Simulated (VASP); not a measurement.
# SnSe (I4/mmm) in VASP: a series of runs

Runs on SnSe. Level: PBEsol. Tasks: electric field gradients.

All numbers are computed with VASP 6.6.1; they aren't measurements. Logs are shortened: lines on timing, memory, paths and dates and some standing lists are left out, and cuts for length are marked.

### Step 1. The cell of the first run

It takes space group I4/mmm (No. 139, tetragonal). The conventional cell has a = 4.214 Å, b = 4.214 Å, c = 6.020 Å, α = 90.00°, β = 90.00°, γ = 90.00°. Sn (site symmetry 4/mmm) has 6 Se at 2.98 to 3.01 Å within 3.9 Å. Se (site symmetry 4/mmm) has 6 Sn at 2.98 to 3.01 Å within 3.9 Å.

### Step 2. Electric field gradients, PBEsol (equal xx and yy strain of -1 %)

Contents of INCAR:

```
SYSTEM = SnSe
ALGO = Normal
EDIFF = 1E-8
ENCUT = 520
GGA = PS
ISIF = 2
ISMEAR = -1
LASPH = .True.
LCHARG = .False.
LEFG = .True.
LREAL = .False.
LWAVE = .False.
NBANDS = 17
NELM = 100
PREC = Accurate
SIGMA = 0.01
```

Contents of KPOINTS:

```
k-points
0
Gamma
  7 7 7
  0 0 0
```

Contents of POSCAR:

```
SnSe
1.0
    0.0000000000      2.9799000000      3.0100000000
    2.9799000000      0.0000000000      3.0100000000
    2.9799000000      2.9799000000      0.0000000000
Sn Se
1 1
Direct
    0.0000000000      0.0000000000      0.0000000000
    0.5000000000      0.5000000000      0.5000000000
```

Potentials or basis: VASP PAW PBE potentials, release 64 (Sn_d, Se).

Run with:

```bash
cat potpaw_PBE.64/Sn_d/POTCAR potpaw_PBE.64/Se/POTCAR > POTCAR
mpirun -np 1 vasp_std > vasp.out
```

OUTCAR:

```text
SYSTEM = SnSe
   EDIFF = 1E-8
   ENCUT = 520
   GGA = PS
   ISIF = 2
   ISMEAR = -1
   LASPH = .True.
   LREAL = .False.
   NELM = 100
   PREC = Accurate

 ion  position               nearest neighbor table
   1  0.000  0.000  0.000-   2 2.98   2 2.98   2 2.98   2 2.98   2 3.01   2 3.01
   2  0.500  0.500  0.500-   1 2.98   1 2.98   1 2.98   1 2.98   1 3.01   1 3.01

  LATTYP: Found a body centered tetragonal cell.
 ALAT       =     4.2142149945
 C/A-ratio  =     1.4284985479

  Lattice vectors:

 A1 = (  -2.9799000000,   0.0000000000,   3.0100000000)
 A2 = (   2.9799000000,   0.0000000000,   3.0100000000)
 A3 = (   0.0000000000,   2.9799000000,  -3.0100000000)

Analysis of symmetry for initial positions (statically):
=====================================================================
 Subroutine PRICEL returns:
 Original cell was already a primitive cell.

 Routine SETGRP: Setting up the symmetry group for a
 body centered tetragonal supercell.

 Subroutine GETGRP returns: Found 16 space group operations
 (whereof 16 operations were pure point group operations)
 out of a pool of 16 trial point group operations.

The static configuration has the point symmetry D_4h.

Analysis of symmetry for dynamics (positions and initial velocities):
=====================================================================
 Subroutine PRICEL returns:
 Original cell was already a primitive cell.

 Routine SETGRP: Setting up the symmetry group for a
 body centered tetragonal supercell.

 Subroutine GETGRP returns: Found 16 space group operations
 (whereof 16 operations were pure point group operations)
 out of a pool of 16 trial point group operations.

The dynamic configuration has the point symmetry D_4h.

 Subroutine INISYM returns: Found 16 space group operations
 (whereof 16 operations are pure point group operations),
 and found     1 'primitive' translations

----------------------------------------------------------------------------------------

                                     Primitive cell

  volume of cell :      53.4564

  direct lattice vectors                    reciprocal lattice vectors
     0.000000000  2.979900000  3.010000000    -0.167790865  0.167790865  0.166112957
     2.979900000  0.000000000  3.010000000     0.167790865 -0.167790865  0.166112957
     2.979900000  2.979900000  0.000000000     0.167790865  0.167790865 -0.166112957

  length of vectors
     4.235552385  4.235552385  4.214214995     0.289656803  0.289656803  0.289656803

  position of ions in fractional coordinates (direct lattice)
     0.000000000  0.000000000  0.000000000
     0.500000000  0.500000000  0.500000000

  ion indices of the primitive-cell ions
   primitive index   ion index
                 1           1
                 2           2

----------------------------------------------------------------------------------------

 KPOINTS: k-points

Automatic generation of k-mesh.
 Grid dimensions read from file:
 generate k-points for:    7    7    7

 Generating k-lattice:

  Cartesian coordinates                     Fractional coordinates (reciprocal lattice)
    -0.023970124  0.023970124  0.023730422     0.142857143 -0.000000000  0.000000000
     0.023970124 -0.023970124  0.023730422    -0.000000000  0.142857143  0.000000000
     0.023970124  0.023970124 -0.023730422     0.000000000  0.000000000  0.142857143

  Length of vectors
     0.041379543  0.041379543  0.041379543

  Shift w.r.t. Gamma in fractional coordinates (k-lattice)
     0.000000000  0.000000000  0.000000000

 Subroutine IBZKPT returns following result:
 ===========================================

 Found     40 irreducible k-points:

 Following reciprocal coordinates:
            Coordinates               Weight
  0.000000  0.000000  0.000000      1.000000
  0.142857 -0.000000  0.000000      8.000000
  0.285714 -0.000000  0.000000      8.000000
  0.428571  0.000000  0.000000      8.000000
  0.142857  0.142857  0.000000      2.000000
  0.285714  0.142857  0.000000      8.000000
[... 16 lines left out ...]
  0.428571  0.285714  0.142857      8.000000
 -0.428571  0.285714  0.142857     16.000000
 [... further k-points ...]
   k-points           NKPTS =     40   k-points in BZ     NKDIM =     40   number of bands    NBANDS=     17
   number of dos      NEDOS =    301   number of ions     NIONS =      2
   total plane-waves  NPLWV =  32768
   dimension x,y,z NGX =    32 NGY =   32 NGZ =   32
   dimension x,y,z NGXF=    64 NGYF=   64 NGZF=   64
   ions per type =               1   1
   NGX,Y,Z   is equivalent  to a cutoff of  12.56, 12.56, 12.62 a.u.
   NGXF,Y,Z  is equivalent  to a cutoff of  25.12, 25.12, 25.25 a.u.
 SYSTEM =  SnSe
   PREC   = accura    normal or accurate (medium, high low for compatibility)
   ISTART =      0    job   : 0-new  1-cont  2-samecut
   ICHARG =      2    charge: 1-file 2-atom 10-const
   ISPIN  =      1    spin polarized calculation?
   LNONCOLLINEAR =      F non collinear calculations
   LSORBIT =      F    spin-orbit coupling
   LASPH  =      T    aspherical Exc in radial PAW
   ENCUT  =  520.0 eV  38.22 Ry    6.18 a.u.   7.88  7.88  7.84*2*pi/ulx,y,z
   NELM   =    100;   NELMIN=  2; NELMDL= -5     # of ELM steps
   EDIFF  = 0.1E-07   stopping-criterion for ELM
   LREAL  =      F    real-space projection
   EDIFFG = 0.1E-06   stopping-criterion for IOM
   NSW    =      0    number of steps for IOM
   IBRION =     -1    ionic relax: 0-MD 1-quasi-New 2-CG
   NFREE  =      0    steps in history (QN), initial steepest desc. (CG)
   ISIF   =      2    stress and relaxation
   ISYM   =      2    0-nonsym 1-usesym 2-fastsym
   POTIM  = 0.5000    time-step for ionic-motion
   TEBEG  =    0.0;   TEEND  =   0.0 temperature during run
   PSTRESS=    0.0 pullay stress
   NELECT =      20.0000    total number of electrons
   NUPDOWN=      -1.0000    fix difference up-down
   EMIN   =  10.00;   EMAX   =-10.00  energy-range for DOS
   EFERMI =   0.00;   METHOD = LEGACY
   ISMEAR =    -1;   SIGMA  =   0.01  broadening in eV -4-tet -1-fermi 0-gaus
   EFERMI_NEDOS =   21; number of points for ismear=-14 and -15
   IALGO  =     38    algorithm
   IMIX   =      4    mixing-type and parameters
     AMIX     =   0.40;   BMIX     =  1.00
     AMIX_MAG =   1.60;   BMIX_MAG =  1.00
  volume/ion in A,a.u.               =      26.73       180.37
  Fermi-wavevector in a.u.,A,eV,Ry     =   1.179646  2.229207 18.933373  1.391564
  Thomas-Fermi vector in A             =   2.315953
   LORBIT       =      0    0 simple, 1 ext, 2 COOP (PROOUT), +10 PAW based schemes
   GGA     = PS    functional components
   LHFCALC =     F    Hartree Fock is set to
   AEXX    =    0.0000 exact exchange contribution
   IVDW    =     0    specifies the selected vdW correction
   LEPSILON=     F    determine dielectric tensor
   LRPA    =     F    only Hartree local field effects (RPA)
 non-spin polarized calculation
  energy-cutoff  :      520.00
  volume of cell :       53.46
 maximum number of plane-waves:      1449
   NGX = 15   NGY = 15   NGZ = 15

 number of electron      20.0000008 magnetization

 Free energy of the ion-electron system (eV)
  ---------------------------------------------------
  ext. energy  EPLUGINS =         0.00000000
  ---------------------------------------------------
  free energy    TOTEN  =        -8.98194594 eV

  energy without entropy =       -8.98194594  energy(sigma->0) =       -8.98194594

 E-fermi :   5.8477     XC(G=0):  -9.8669

 val. band max:        5.6450592089   @ k =  -0.2857   0.1429   0.0000
 cond. band min:       6.2800720949   @ k =  -0.2857  -0.0000   0.1429
 fundamental gap:      0.6350128860
 Fermi energy:         5.8476988795

 k-point     1 :       0.0000    0.0000    0.0000
  band No.  band energies     occupation
      1     -15.8175      2.00000
      2     -15.8160      2.00000
      3     -15.8160      2.00000
      4     -15.8135      2.00000
      5     -15.8133      2.00000
      6      -8.3489      2.00000
[... 9 lines left out ...]
     16      11.4722      0.00000
     17      13.7051      0.00000

 k-point     2 :       0.1429   -0.0000    0.0000
  band No.  band energies     occupation
      1     -15.8188      2.00000
      2     -15.8159      2.00000
      3     -15.8151      2.00000
      4     -15.8126      2.00000
      5     -15.8114      2.00000
      6      -8.2008      2.00000
[... 9 lines left out ...]
     16      11.9495      0.00000
     17      15.0366      0.00000
[... 421 lines left out ...]
 k-point    24 :      -0.4286    0.2857    0.1429
  band No.  band energies     occupation
      1     -15.8328      2.00000
      2     -15.8168      2.00000
      3     -15.8094      2.00000
      4     -15.8056      2.00000
      5     -15.8006      2.00000
      6      -7.2258      2.00000
[... 9 lines left out ...]
     16      15.8126      0.00000
     17      17.2770      0.00000

 [... further k-points ...]
[... 5 lines left out ...]
  --------------------------------------------------------------------------------------
  -------------------------------------------------------------------------------------
  Total       -0.1468556     -0.1468556     -0.5589147      0.0000000      0.0000000      0.0000000
  in kB       -4.4015050     -4.4015050    -16.7515987      0.0000000      0.0000000      0.0000000
  external PRESSURE =      -8.5182029 kB  Pullay stress =       0.0000000 kB

 VOLUME and BASIS-vectors are now :
 -----------------------------------------------------------------------------
  energy-cutoff  :      520.00
  volume of cell :       53.46
      direct lattice vectors                 reciprocal lattice vectors
     0.000000000  2.979900000  3.010000000    -0.167790865  0.167790865  0.166112957
     2.979900000  0.000000000  3.010000000     0.167790865 -0.167790865  0.166112957
     2.979900000  2.979900000  0.000000000     0.167790865  0.167790865 -0.166112957

 POSITION                                       TOTAL-FORCE (eV/Angst)
 -----------------------------------------------------------------------------------
      0.00000      0.00000      0.00000        -0.000000      0.000000      0.000000
      2.97990      2.97990      3.01000         0.000000     -0.000000     -0.000000
 -----------------------------------------------------------------------------------
    total drift:                                0.000000     -0.000000     -0.000000

  FREE ENERGIE OF THE ION-ELECTRON SYSTEM (eV)
  ---------------------------------------------------
  free  energy   TOTEN  =        -8.9819459372 eV

  energy  without entropy=       -8.9819459372  energy(sigma->0) =       -8.98194594

 Electric field gradients (V/A^2)
---------------------------------------------------------------------
 ion       V_xx      V_yy      V_zz      V_xy      V_xz      V_yz
---------------------------------------------------------------------
   1      -6.833    -6.833    13.667     0.002     0.002     0.002
   2      -0.973    -0.973     1.947    -0.000    -0.000    -0.000
---------------------------------------------------------------------

 Electric field gradients after diagonalization (V/A^2)
 (convention: |V_zz| > |V_xx| > |V_yy|)
----------------------------------------------------------------------
 ion       V_xx      V_yy      V_zz     asymmetry (V_yy - V_xx)/ V_zz
----------------------------------------------------------------------
   1      -6.836    -6.831    13.667       0.000
   2      -0.974    -0.973     1.947       0.000
----------------------------------------------------------------------

           NMR quadrupolar parameters

 Cq : quadrupolar parameter    Cq=e*Q*V_zz/h
 eta: asymmetry parameters     (V_yy - V_xx)/ V_zz
 Q  : nuclear electric quadrupole moment in mb (millibarn)
----------------------------------------------------------------------
 ion       Cq(MHz)       eta       Q (mb)
----------------------------------------------------------------------
   1       0.033       0.000       1.000
   2       0.005       0.000       1.000
----------------------------------------------------------------------
```

Wall time 59 s (1 thread of Intel Xeon 8259CL, shared host); peak memory 0.19 GiB.

Results:

| Property | Result |
| --- | --- |
| Free energy | -8.9819 eV |
| Pressure | -0.9 GPa |
| Band gap on the k mesh | 0.64 eV (least direct gap 0.65 eV) |
| Largest electric field gradient by atom | Sn +13.7; Se +1.9 V/Å² |

Electric field gradients, principal values (V/Å²):
| atom | least | middle | greatest (by size) |
| --- | --- | --- | --- |
| 1 Sn | -6.831 | -6.836 | 13.667 |
| 2 Se | -0.973 | -0.974 | 1.947 |

Caveat: the cell differs from its parent crystal (equal xx and yy strain of -1 %); without QUAD_EFG the Cq values of the log hold for a quadrupole moment of 1 mb, not for the nuclei; the PAW data sets were made with another functional, which shifts forces and pressure a little; spin-orbit coupling is left out, which moves the levels of the heavy elements; an odd mesh through Γ misses points on the zone boundary, where band edges can lie.

(Continued in part 2 of 3.)
